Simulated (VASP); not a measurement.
# Sb (R-3m) in VASP: settings compared, part 2 of 2

VASP 6.6.1. Earlier steps stand in the parts before.

**4. Single point, B3LYP5**

This run uses another cell than the first one, of 32.02 Å³/atom.

Contents of POSCAR:

```
Sb
1.0
    2.1964499421      1.2681209653      3.8317049867
   -2.1964499421      1.2681209653      3.8317049867
    0.0000000000     -2.5362419306      3.8317049867
Sb
2
Direct
    0.7665100000      0.7665100000      0.7665100000
    0.2334900000      0.2334900000      0.2334900000
```

Contents of INCAR.step1:

```
SYSTEM = Sb
ALGO = Normal
EDIFF = 1E-5
ENCUT = 520
GGA = PE
ISIF = 2
ISMEAR = -1
LASPH = .True.
LCHARG = .False.
LREAL = .False.
LWAVE = .True.
NBANDS = 12
NELM = 80
PREC = Accurate
SIGMA = 0.05
```

Contents of INCAR.step2:

```
SYSTEM = Sb
AEXX = 0.2
AGGAC = 0.81
AGGAX = 0.72
ALDAC = 0.19
ALGO = Normal
EDIFF = 1E-6
ENCUT = 520
GGA = B5
ISIF = 2
ISMEAR = -1
ISTART = 1
LASPH = .True.
LCHARG = .False.
LHFCALC = .True.
LREAL = .False.
LWAVE = .False.
NBANDS = 12
NELM = 80
PREC = Accurate
PRECFOCK = Normal
SIGMA = 0.05
```

Contents of KPOINTS:

```
k-points
0
Gamma
  4 4 4
  0 0 0
```

The run is started by

```sh
$ cat potpaw_PBE.64/Sb/POTCAR > POTCAR
$ cp INCAR.step1 INCAR
$ mpirun -np 1 vasp_std > vasp.out
$ cp INCAR.step2 INCAR
$ mpirun -np 1 vasp_std > vasp.out
```

It took 9.7 min on 1 thread of AMD EPYC 7R13 (Zen 3), shared host; peak memory 0.18 GiB.

The run converged. Its results:

| Quantity | Value |
| --- | --- |
| Free energy | -9.3655 eV |
| Pressure | 0.8 GPa |
| Largest force | 0.646 eV/Å |
| Band gap on the k mesh | 0.88 eV (least direct gap 0.89 eV) |

Forces on the atoms (eV/Å):
```
Sb   0.000  0.000  0.646
Sb   0.000  0.000 -0.646
```

Stress tensor (GPa, compression positive):
```
0.72 0.00 0.00
0.00 0.72 0.00
0.00 0.00 0.86
```

Levels at points of the mesh, in eV from the valence-band top:
| k point | band 2 | band 3 | band 4 | band 5 | band 6 | band 7 | band 8 | band 9 |
| --- | --- | --- | --- | --- | --- | --- | --- | --- |
| (0.00, 0.00, 0.00) | -5.25 | -1.87 | -1.62 | -1.62 | 3.27 | 3.86 | 3.86 | 6.65 |
| (0.50, 0.00, 0.00) | -10.00 | -1.72 | -1.60 | -0.02 | 0.88 | 1.36 | 1.62 | 9.21 |
| (0.50, 0.50, 0.00) | -8.40 | -5.29 | -3.56 | -3.47 | 3.09 | 6.01 | 6.71 | 7.92 |
| (0.50, 0.50, 0.50) | -9.30 | -1.08 | -1.08 | 0.00 | 1.21 | 1.21 | 1.98 | 8.58 |

Caveat: the k points lie up to 0.43 Å⁻¹ apart; the PAW data sets were made with another functional, which shifts forces and pressure a little; spin-orbit coupling is left out, which moves the levels of the heavy elements.

**5. Single point, r2SCAN+D3(BJ)**

This run uses another cell than the first one, of 30.57 Å³/atom.

Contents of POSCAR:

```
Sb
1.0
    2.1612749969      1.2478127013      3.7786894264
   -2.1612749969      1.2478127013      3.7786894264
    0.0000000000     -2.4956254025      3.7786894264
Sb
2
Direct
    0.7672029228      0.7672029228      0.7672029228
    0.2327970772      0.2327970772      0.2327970772
```

Contents of INCAR.step1:

```
PREC = Accurate ; ENCUT = 550
ISMEAR = -1 ; SIGMA = 0.05
LREAL = F ; LASPH = T
NELM = 120 ; NBANDS = 22
GGA = PE ; ALGO = Normal
EDIFF = 1E-5 ; LWAVE = T
LCHARG = F ; GGA_COMPAT = F
```

Contents of INCAR.step2:

```
PREC = Accurate ; ENCUT = 550
EDIFF = 1E-6 ; ISMEAR = -1
SIGMA = 0.05 ; LREAL = F
LASPH = T ; NELM = 120
ALGO = Normal ; ISIF = 2
LWAVE = F ; LCHARG = F
METAGGA = R2SCAN ; LMIXTAU = T
IVDW = 12 ; VDW_S6 = 1.0
VDW_S8 = 0.78981345 ; VDW_A1 = 0.49484001
VDW_A2 = 5.73083694 ; NBANDS = 22
ISTART = 1 ; GGA_COMPAT = F
```

Contents of KPOINTS:

```
regular mesh
0
Gamma
  8 8 8
```

Potentials or basis: VASP PAW PBE potentials, release 64 (Sb_d_GW).

The run is started by

```sh
$ cat potpaw_PBE.64/Sb_d_GW/POTCAR > POTCAR
$ cp INCAR.step1 INCAR
$ mpirun -np 1 vasp_std > vasp.out
$ cp INCAR.step2 INCAR
$ mpirun -np 1 vasp_std > vasp.out
```

It took 9.6 min on 1 thread of Intel Xeon Platinum 8259CL at 2.50GHz (Skylake/Cascade Lake), shared host; peak memory 0.28 GiB.

It converged, with:

* Free energy: -51.8931 eV
* Pressure: 0.0 GPa
* Largest force: 0.020 eV/Å
* Band gap on the k mesh: zero (bands 15 and 16 overlap by 0.22 eV)
* Dispersion energy per atom: -0.218 eV

Forces in eV/Å, atoms in the order of the input:
```
Sb   0.000  0.000 -0.020
Sb   0.000  0.000  0.020
```

Levels at points of the mesh, in eV from the Fermi level:
| k point | band 13 | band 14 | band 15 | band 16 | band 17 | band 18 |
| --- | --- | --- | --- | --- | --- | --- |
| (0.00, 0.00, 0.00) | -2.39 | -2.15 | -2.15 | 1.95 | 2.61 | 2.61 |
| (0.50, 0.00, 0.00) | -2.32 | -2.18 | -0.51 | -0.22 | 0.21 | 0.41 |
| (0.50, 0.50, 0.00) | -5.77 | -4.10 | -4.04 | 1.58 | 4.96 | 5.68 |
| (0.50, 0.50, 0.50) | -1.64 | -1.64 | -0.49 | -0.02 | -0.02 | 1.12 |

Caveat: the PAW data sets were made with another functional, which shifts forces and pressure a little; spin-orbit coupling is left out, which moves the levels of the heavy elements.

**6. Single point, PBE-based screened hybrid with 5 % exact exchange**

This run uses another cell than the first one, of 30.21 Å³/atom.

Contents of POSCAR:

```
Sb
1.0
    2.1542000000      1.2437279499      3.7580000000
   -2.1542000000      1.2437279499      3.7580000000
    0.0000000000     -2.4874558998      3.7580000000
Sb
2
Direct
    0.7665100000      0.7665100000      0.7665100000
    0.2334900000      0.2334900000      0.2334900000
```

Contents of INCAR.step1:

```
SYSTEM = Sb
PREC = Accurate
ENCUT = 520
EDIFF = 1E-5
ISMEAR = -1
SIGMA = 0.05
LREAL = .False.
LASPH = .True.
NELM = 60
ALGO = Normal
ISIF = 2
LWAVE = .True.
LCHARG = .False.
GGA = PE
NBANDS = 12
```

Contents of INCAR.step2:

```
SYSTEM = Sb
PREC = Accurate
ENCUT = 520
EDIFF = 1E-7
ISMEAR = -1
SIGMA = 0.05
LREAL = .False.
LASPH = .True.
NELM = 60
ALGO = Normal
ISIF = 2
LWAVE = .False.
LCHARG = .False.
GGA = PE
LHFCALC = .True.
AEXX = 0.05
HFSCREEN = 0.2
PRECFOCK = Normal
ISTART = 1
NBANDS = 12
```

Contents of KPOINTS:

```
Automatic mesh
0
Gamma
  4 4 4
  0 0 0
```

Potentials or basis: VASP PAW PBE potentials, release 64 (Sb).

The run is started by

```sh
$ cat potpaw_PBE.64/Sb/POTCAR > POTCAR
$ cp INCAR.step1 INCAR
$ mpirun -np 1 vasp_std > vasp.out
$ cp INCAR.step2 INCAR
$ mpirun -np 1 vasp_std > vasp.out
```

Run time: 10 min. Hardware: 1 thread of AMD EPYC 7R13 (Zen 3), shared host; peak memory 0.28 GiB.

Results (log left out):

- Free energy: -8.6321 eV
- Pressure: 2.3 GPa
- Largest force: 0.099 eV/Å

Forces on the atoms (eV/Å):
```
Sb   0.000  0.000  0.099
Sb   0.000  0.000 -0.099
```

Stress tensor (GPa, compression positive):
```
2.69 0.00 0.00
0.00 2.69 0.00
0.00 0.00 1.45
```

Levels at points of the mesh, in eV from the Fermi level:
| k point | band 2 | band 3 | band 4 | band 5 | band 6 | band 7 | band 8 | band 9 |
| --- | --- | --- | --- | --- | --- | --- | --- | --- |
| (0.00, 0.00, 0.00) | -4.64 | -1.90 | -1.62 | -1.62 | 2.40 | 3.03 | 3.03 | 5.41 |
| (0.50, 0.00, 0.00) | -9.62 | -1.76 | -1.65 | -0.08 | 0.07 | 0.47 | 0.77 | 7.94 |
| (0.50, 0.50, 0.00) | -7.94 | -5.35 | -3.63 | -3.53 | 1.82 | 5.32 | 5.90 | 7.36 |
| (0.50, 0.50, 0.50) | -8.97 | -1.12 | -1.12 | -0.19 | 0.40 | 0.40 | 1.38 | 7.37 |

Caveat: the k points lie up to 0.44 Å⁻¹ apart; the PAW data sets were made with another functional, which shifts forces and pressure a little; spin-orbit coupling is left out, which moves the levels of the heavy elements.

**7. The runs side by side**

```csv
level,potentials or basis,cell,k mesh,cutoff (eV),grid for exact exchange (PRECFOCK),share of exact exchange,screening parameter,gap on the mesh (eV),pressure (GPa),largest force (eV/Å)
B3LYP5,"VASP PAW PBE potentials, release 64 (Sb)","a = 4.537 Å, angles 57.1°, 2 atoms",4 × 4 × 4,520,Normal,0.2,-,0.84,3.0,0.47
B3LYP5,"VASP PAW PBE potentials, release 64 (Sb)","a = 4.566 Å, angles 57.1°, 2 atoms",4 × 4 × 4,520,Normal,0.2,-,0.86,1.8,0.56
B3LYP5,"VASP PAW PBE potentials, release 64 (Sb)","a = 4.595 Å, angles 57.1°, 2 atoms",4 × 4 × 4,520,Normal,0.2,-,0.88,0.8,0.65
r2SCAN+D3(BJ),"VASP PAW PBE potentials, release 64 (Sb_d_GW)","a = 4.528 Å, angles 57.0°, 2 atoms",8 × 8 × 8,550,-,-,-,none,0.0,0.02
PBE-based screened hybrid with 5 % exact exchange,"VASP PAW PBE potentials, release 64 (Sb)","a = 4.507 Å, angles 57.1°, 2 atoms",4 × 4 × 4,520,Normal,0.05,0.2 1/Å,-,2.3,0.10
```

Alike in all rows: task single point; no spin polarisation; smearing fermi-dirac 0.05 eV.

Caveats: some runs use coarse meshes; the PAW data sets were made with another functional, which shifts forces and pressure a little; spin-orbit coupling is left out, which moves the levels of the heavy elements.

Absolute energies hang on the potentials; compare differences alone.
